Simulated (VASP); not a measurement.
# Yb2Al3As2 (C2/m) in VASP: single point with r2SCAN

Aim: the single point of Yb2Al3As2 with r2SCAN.

Everything below comes from runs of VASP 6.6.1. Logs are shortened: lines on timing, memory, paths and dates and some standing lists are left out, and cuts for length are marked.

### Step 1. The cell of the first run

It takes space group C2/m (No. 12, monoclinic). The conventional cell has a = 10.406 Å, b = 4.145 Å, c = 6.779 Å, α = 90.00°, β = 100.67°, γ = 90.00°. Within 3.7 Å of Al (site symmetry m) lie 3 As at 2.68 to 3.66 Å and 5 Al at 2.85 to 3.15 Å and 5 Yb at 3.25 to 3.62 Å. Within 3.7 Å of Al (site symmetry 2/m) lie 2 As at 2.80 Å and 4 Yb at 3.10 Å and 6 Al at 3.14 to 3.15 Å. Within 3.9 Å of Yb (site symmetry m) lie 5 As at 2.95 to 3.08 Å and 7 Al at 3.10 to 3.62 Å and 3 Yb at 3.76 to 3.88 Å. Within 3.2 Å of As (site symmetry m) lie 1 As at 2.44 Å and 3 Al at 2.68 to 2.80 Å and 5 Yb at 2.95 to 3.08 Å.

### Step 2. Single point, r2SCAN

POSCAR

```
Yb2Al3As2
1.0
    0.0000000000      4.1453580000      0.0000000000
    5.2029620000     -2.0726790000      0.0000000000
    1.2548690000      0.0000000000     -6.6616130000
Al Yb As
3 2 2
Direct
    0.3052000000      0.6104000000      0.8659000000
    0.6948000000      0.3896000000      0.1341000000
    0.0000000000      0.0000000000      0.0000000000
    0.6193700000      0.2387400000      0.6774200000
    0.3806300000      0.7612600000      0.3225800000
    0.0936000000      0.1872000000      0.3617000000
    0.9064000000      0.8128000000      0.6383000000
```

INCAR.step1

```
ALGO = Normal
EDIFF = 1E-4
ENCUT = 520
GGA = PE
ISMEAR = -1
LASPH = T
LCHARG = F
LREAL = F
LWAVE = T
NBANDS = 42
NELM = 60
PREC = Accurate
SIGMA = 0.1
```

INCAR.step2

```
ALGO = Normal
EDIFF = 1E-6
ENCUT = 520
ISIF = 2
ISMEAR = -1
ISTART = 1
LASPH = T
LCHARG = F
LMIXTAU = T
LREAL = F
LWAVE = F
METAGGA = R2SCAN
NBANDS = 42
NELM = 60
PREC = Accurate
SIGMA = 0.1
```

KPOINTS

```
k-points
0
Gamma
  5 5 3
```

Potentials or basis: VASP PAW PBE potentials, release 64 (Al, Yb, As).

Launch:

```
$ cat potpaw_PBE.64/Al/POTCAR potpaw_PBE.64/Yb/POTCAR potpaw_PBE.64/As/POTCAR > POTCAR
$ cp INCAR.step1 INCAR
$ mpirun -np 1 vasp_std > vasp.out
$ cp INCAR.step2 INCAR
$ mpirun -np 1 vasp_std > vasp.out
```

OUTCAR:

```text
EDIFF = 1E-6
   ENCUT = 520
   ISIF = 2
   ISMEAR = -1
   ISTART = 1
   LASPH = T
   LREAL = F
   METAGGA = R2SCAN
   NELM = 60
   PREC = Accurate

 ion  position               nearest neighbor table
   1  0.305  0.610  0.866-   7 2.68   7 2.68   2 2.85   2 2.85   3 3.14   3 3.15   3 3.15   4 3.25
                             4 3.25   4 3.28   5 3.33
   2  0.695  0.390  0.134-   6 2.68   6 2.68   1 2.85   1 2.85   3 3.14   3 3.15   3 3.15   5 3.25
                             5 3.25   5 3.28   4 3.33
   3  0.000  0.000  0.000-   6 2.80   7 2.80   4 3.10   5 3.10   4 3.10   5 3.10   2 3.14   1 3.14
                             2 3.15   1 3.15   1 3.15   2 3.15
   4  0.619  0.239  0.677-   7 2.95   6 3.03   6 3.03   7 3.08   7 3.08   3 3.10   3 3.10   1 3.25
                             1 3.25   1 3.28   2 3.33   5 3.76
   5  0.381  0.761  0.323-   6 2.95   7 3.03   7 3.03   6 3.08   6 3.08   3 3.10   3 3.10   2 3.25
                             2 3.25   2 3.28   1 3.33   4 3.76
   6  0.094  0.187  0.362-   7 2.44   2 2.68   2 2.68   3 2.80   5 2.95   4 3.03   4 3.03   5 3.08
                             5 3.08
   7  0.906  0.813  0.638-   6 2.44   1 2.68   1 2.68   3 2.80   4 2.95   5 3.03   5 3.03   4 3.08
                             4 3.08

  LATTYP: Found a base centered monoclinic cell.
 ALAT       =    10.4059240000
 B/A-ratio  =     0.3983652004
 C/A-ratio  =     0.6514341752
 COS(beta)  =    -0.1851173832

  Lattice vectors:

 A1 = (  -5.2029620000,  -2.0726790000,   0.0000000000)
 A2 = (  -5.2029620000,   2.0726790000,   0.0000000000)
 A3 = (   1.2548690000,   0.0000000000,  -6.6616130000)

Analysis of symmetry for initial positions (statically):
=====================================================================
 Subroutine PRICEL returns:
 Original cell was already a primitive cell.

 Routine SETGRP: Setting up the symmetry group for a
 base centered monoclinic supercell.

 Subroutine GETGRP returns: Found  4 space group operations
 (whereof  4 operations were pure point group operations)
 out of a pool of  4 trial point group operations.

The static configuration has the point symmetry C_2h.

Analysis of symmetry for dynamics (positions and initial velocities):
=====================================================================
 Subroutine PRICEL returns:
 Original cell was already a primitive cell.

 Routine SETGRP: Setting up the symmetry group for a
 base centered monoclinic supercell.

 Subroutine GETGRP returns: Found  4 space group operations
 (whereof  4 operations were pure point group operations)
 out of a pool of  4 trial point group operations.

The dynamic configuration has the point symmetry C_2h.

 Subroutine INISYM returns: Found  4 space group operations
 (whereof  4 operations are pure point group operations),
 and found     1 'primitive' translations

----------------------------------------------------------------------------------------

                                     Primitive cell

  volume of cell :     143.6786

  direct lattice vectors                    reciprocal lattice vectors
     0.000000000  4.145358000  0.000000000     0.096099107  0.241233688  0.018102491
     5.202962000 -2.072679000  0.000000000     0.192198213  0.000000000  0.036204982
     1.254869000  0.000000000 -6.661613000     0.000000000  0.000000000 -0.150113794

  length of vectors
     4.145358000  5.600608164  6.778774518     0.260300655  0.195578511  0.150113794

  position of ions in fractional coordinates (direct lattice)
     0.305200000  0.610400000  0.865900000
     0.694800000  0.389600000  0.134100000
     0.000000000  0.000000000  0.000000000
     0.619370000  0.238740000  0.677420000
     0.380630000  0.761260000  0.322580000
     0.093600000  0.187200000  0.361700000
     0.906400000  0.812800000  0.638300000

  ion indices of the primitive-cell ions
   primitive index   ion index
                 1           1
                 2           2
                 3           3
                 4           4
                 5           5
                 6           6
                 7           7

----------------------------------------------------------------------------------------

 KPOINTS: k-points

Automatic generation of k-mesh.
 Grid dimensions read from file:
 generate k-points for:    5    5    3

 Generating k-lattice:

  Cartesian coordinates                     Fractional coordinates (reciprocal lattice)
     0.019219821  0.048246738  0.003620498     0.200000000  0.000000000  0.000000000
     0.038439643  0.000000000  0.007240996     0.000000000  0.200000000  0.000000000
     0.000000000  0.000000000 -0.050037931     0.000000000  0.000000000  0.333333333

  Length of vectors
     0.052060131  0.039115702  0.050037931

  Shift w.r.t. Gamma in fractional coordinates (k-lattice)
     0.000000000  0.000000000  0.000000000

 Subroutine IBZKPT returns following result:
 ===========================================

 Found     24 irreducible k-points:

 Following reciprocal coordinates:
            Coordinates               Weight
  0.000000  0.000000  0.000000      1.000000
  0.200000  0.000000  0.000000      4.000000
  0.400000 -0.000000 -0.000000      4.000000
  0.000000  0.200000  0.000000      2.000000
  0.200000  0.200000  0.000000      4.000000
  0.400000  0.200000  0.000000      4.000000
[... 16 lines left out ...]
  0.200000 -0.400000  0.333333      4.000000
  0.000000 -0.200000  0.333333      2.000000
   k-points           NKPTS =     24   k-points in BZ     NKDIM =     24   number of bands    NBANDS=     42
   number of dos      NEDOS =    301   number of ions     NIONS =      7
   total plane-waves  NPLWV =  67200
   dimension x,y,z NGX =    32 NGY =   42 NGZ =   50
   dimension x,y,z NGXF=    64 NGYF=   84 NGZF=  100
   ions per type =               3   2   2
   NGX,Y,Z   is equivalent  to a cutoff of  12.83, 12.47, 12.26 a.u.
   NGXF,Y,Z  is equivalent  to a cutoff of  25.67, 24.93, 24.52 a.u.
 SYSTEM =  unknown system
   PREC   = accura    normal or accurate (medium, high low for compatibility)
   ISTART =      1    job   : 0-new  1-cont  2-samecut
   ICHARG =      0    charge: 1-file 2-atom 10-const
   ISPIN  =      1    spin polarized calculation?
   LNONCOLLINEAR =      F non collinear calculations
   LSORBIT =      F    spin-orbit coupling
   LASPH  =      T    aspherical Exc in radial PAW
   ENCUT  =  520.0 eV  38.22 Ry    6.18 a.u.   7.71 10.41 12.60*2*pi/ulx,y,z
   NELM   =     60;   NELMIN=  2; NELMDL=  0     # of ELM steps
   EDIFF  = 0.1E-05   stopping-criterion for ELM
   LREAL  =      F    real-space projection
   EDIFFG = 0.1E-04   stopping-criterion for IOM
   NSW    =      0    number of steps for IOM
   IBRION =     -1    ionic relax: 0-MD 1-quasi-New 2-CG
   NFREE  =      0    steps in history (QN), initial steepest desc. (CG)
   ISIF   =      2    stress and relaxation
   ISYM   =      2    0-nonsym 1-usesym 2-fastsym
   POTIM  = 0.5000    time-step for ionic-motion
   TEBEG  =    0.0;   TEEND  =   0.0 temperature during run
   PSTRESS=    0.0 pullay stress
   NELECT =      67.0000    total number of electrons
   NUPDOWN=      -1.0000    fix difference up-down
   EMIN   =  10.00;   EMAX   =-10.00  energy-range for DOS
   EFERMI =   0.00;   METHOD = LEGACY
   ISMEAR =    -1;   SIGMA  =   0.10  broadening in eV -4-tet -1-fermi 0-gaus
   EFERMI_NEDOS =   21; number of points for ismear=-14 and -15
   IALGO  =     38    algorithm
   IMIX   =      4    mixing-type and parameters
     AMIX     =   0.40;   BMIX     =  1.00
     AMIX_MAG =   1.60;   BMIX_MAG =  1.00
  volume/ion in A,a.u.               =      20.53       138.51
  Fermi-wavevector in a.u.,A,eV,Ry     =   1.269509  2.399024 21.927867  1.611653
  Thomas-Fermi vector in A             =   2.402546
   LORBIT       =      0    0 simple, 1 ext, 2 COOP (PROOUT), +10 PAW based schemes
   METAGGA = R2SCAN    functional components
   LHFCALC =     F    Hartree Fock is set to
   AEXX    =    0.0000 exact exchange contribution
   IVDW    =     0    specifies the selected vdW correction
   LEPSILON=     F    determine dielectric tensor
   LRPA    =     F    only Hartree local field effects (RPA)
 non-spin polarized calculation
  energy-cutoff  :      520.00
  volume of cell :      143.68
 maximum number of plane-waves:      3882
   NGX = 15   NGY = 21   NGZ = 25

 number of electron      66.9999986 magnetization

 Free energy of the ion-electron system (eV)
  ---------------------------------------------------
  ext. energy  EPLUGINS =         0.00000000
  ---------------------------------------------------
  free energy    TOTEN  =      -124.76768288 eV

  energy without entropy =     -124.62297370  energy(sigma->0) =     -124.69532829

 E-fermi :   5.5128     XC(G=0): -11.1282

 val. band max:        5.3826586702   @ k =   0.0000  -0.4000   0.3333
 cond. band min:       5.5262223045   @ k =   0.2000  -0.4000   0.3333
 fundamental gap:      0.1435636343
 Fermi energy:         5.5127596718

 k-point     1 :       0.0000    0.0000    0.0000
  band No.  band energies     occupation
      1     -47.7698      2.00000
      2     -47.7641      2.00000
      3     -19.5674      2.00000
      4     -19.5261      2.00000
      5     -19.4833      2.00000
      6     -19.4464      2.00000
[... 34 lines left out ...]
     41       9.4160      0.00000
     42      10.2024      0.00000

 k-point     2 :       0.2000    0.0000    0.0000
  band No.  band energies     occupation
      1     -47.7690      2.00000
      2     -47.7641      2.00000
      3     -19.5624      2.00000
      4     -19.5270      2.00000
      5     -19.4928      2.00000
      6     -19.4624      2.00000
[... 34 lines left out ...]
     41       9.2941      0.00000
     42       9.6387      0.00000

 k-point     3 :       0.4000   -0.0000   -0.0000
  band No.  band energies     occupation
      1     -47.7673      2.00000
      2     -47.7643      2.00000
      3     -19.5561      2.00000
      4     -19.5475      2.00000
      5     -19.5150      2.00000
      6     -19.4822      2.00000
[... 897 lines left out ...]
      4     -19.5461      2.00000
      5     -19.4884      2.00000
      6     -19.4572      2.00000
[... 34 lines left out ...]
     41       8.9366      0.00000
     42       9.1544      0.00000

 k-point    24 :       0.0000   -0.2000    0.3333
  band No.  band energies     occupation
      1     -47.7692      2.00000
      2     -47.7647      2.00000
      3     -19.5730      2.00000
      4     -19.5357      2.00000
      5     -19.4718      2.00000
      6     -19.4522      2.00000
[... 34 lines left out ...]
     41       9.1674      0.00000
     42       9.6559      0.00000

------------------------ aborting loop because EDIFF is reached ----------------------------------------

  FORCE on cell =-STRESS in cart. coord.  units (eV):
  Direction    XX          YY          ZZ          XY          YZ          ZX
  --------------------------------------------------------------------------------------
  -------------------------------------------------------------------------------------
  Total       -3.0019844     -3.9496185      0.5549303      0.0000000      0.0000000      1.4519549
  in kB      -33.4754886    -44.0426698      6.1880944      0.0000000      0.0000000     16.1909237
  external PRESSURE =     -23.7766880 kB  Pullay stress =       0.0000000 kB

 VOLUME and BASIS-vectors are now :
 -----------------------------------------------------------------------------
  energy-cutoff  :      520.00
  volume of cell :      143.68
      direct lattice vectors                 reciprocal lattice vectors
     0.000000000  4.145358000  0.000000000     0.096099107  0.241233688  0.018102491
     5.202962000 -2.072679000  0.000000000     0.192198213  0.000000000  0.036204982
     1.254869000  0.000000000 -6.661613000     0.000000000  0.000000000 -0.150113794

 POSITION                                       TOTAL-FORCE (eV/Angst)
 -----------------------------------------------------------------------------------
      4.26248      0.00000     -5.76829        -0.297457      0.000000     -0.632833
      2.19535      2.07268     -0.89332         0.297457      0.000000      0.632833
      0.00000      0.00000      0.00000        -0.000000      0.000000      0.000000
      2.09223      2.07268     -4.51271         0.041727      0.000000     -0.247590
      4.36560     -0.00000     -2.14890        -0.041727      0.000000      0.247590
      1.42788      0.00000     -2.40951         1.034636     -0.000000      0.864708
      5.02995      2.07268     -4.25211        -1.034636      0.000000     -0.864708
 -----------------------------------------------------------------------------------
    total drift:                                0.000000     -0.000000      0.000000

  FREE ENERGIE OF THE ION-ELECTRON SYSTEM (eV)
  ---------------------------------------------------
  free  energy   TOTEN  =      -124.7676828755 eV

  energy  without entropy=     -124.6229737025  energy(sigma->0) =     -124.69532829
```

It took 19 min on 1 thread of AMD EPYC 7R43 (Zen 3), shared host; peak memory 0.33 GiB.

What came out:

| Property | Result |
| --- | --- |
| Free energy | -124.7677 eV |
| Pressure | -2.4 GPa |
| Largest force | 1.348 eV/Å |
| Band gap on the k mesh | zero (an odd number of electrons rules out a gap without spin polarisation) |

Forces in eV/Å, atoms in the order of the input:
```
Al  -0.297  0.000 -0.633
Al   0.297  0.000  0.633
Al   0.000  0.000  0.000
Yb   0.042  0.000 -0.248
Yb  -0.042  0.000  0.248
As   1.035  0.000  0.865
As  -1.035  0.000 -0.865
```

Caveat: the PAW data sets were made with another functional, which shifts forces and pressure a little; spin-orbit coupling is left out, which moves the levels of the heavy elements. Spin polarisation is off, so any magnetic state and its effect on volume and gap are missing.
